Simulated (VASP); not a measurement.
Set up this calculation in VASP 6.6.1, as the native input.

```
Task                   : single point
Functional             : PBE
Potentials or basis    : VASP PAW PBE potentials, release 64 (Ga_d, P)
Cutoff                 : 500 eV
k mesh                 : 6 × 6 × 6
Occupations            : gaussian, width 0.05 eV
Spin                   : no spin polarisation
Dipole correction      : no
Further INCAR settings : ALGO = Normal; EDIFF = 1e-06; NBANDS = 16
```

The structure of GaP lies in POSCAR:

```
GaP
1.0
    0.0000000000      2.7252500000      2.8615125000
    2.7252500000      0.0000000000      2.8615125000
    2.7252500000      2.7252500000      0.0000000000
Ga P
1 1
Direct
    0.0000000000      0.0000000000      0.0000000000
    0.2500000000      0.2500000000      0.2500000000
```

One way to write it, as run:

INCAR

```
SYSTEM = GaP
PREC = Accurate
ENCUT = 500
EDIFF = 1E-6
ISMEAR = 0
SIGMA = 0.05
LREAL = .False.
LASPH = .True.
NELM = 120
ALGO = Normal
ISIF = 2
LWAVE = .False.
LCHARG = .False.
GGA = PE
NBANDS = 16
GGA_COMPAT = .False.
```

KPOINTS

```
Automatic mesh
0
Gamma
  6 6 6
  0 0 0
```

Potentials or basis: VASP PAW PBE potentials, release 64 (Ga_d, P).

Launch:

```sh
$ cat potpaw_PBE.64/Ga_d/POTCAR potpaw_PBE.64/P/POTCAR > POTCAR
$ mpirun -np 1 vasp_std > vasp.out
```

It gave:

```json
{
 "Pressure": "-1.4 GPa",
 "Band gap on the k mesh": "1.31 eV, direct"
}
```

It took 27 s on 1 thread of Intel(R) Xeon(R) Platinum 8259CL CPU @ 2.50GHz (Skylake/Cascade Lake), on a shared host, peak memory 0.17 GiB.
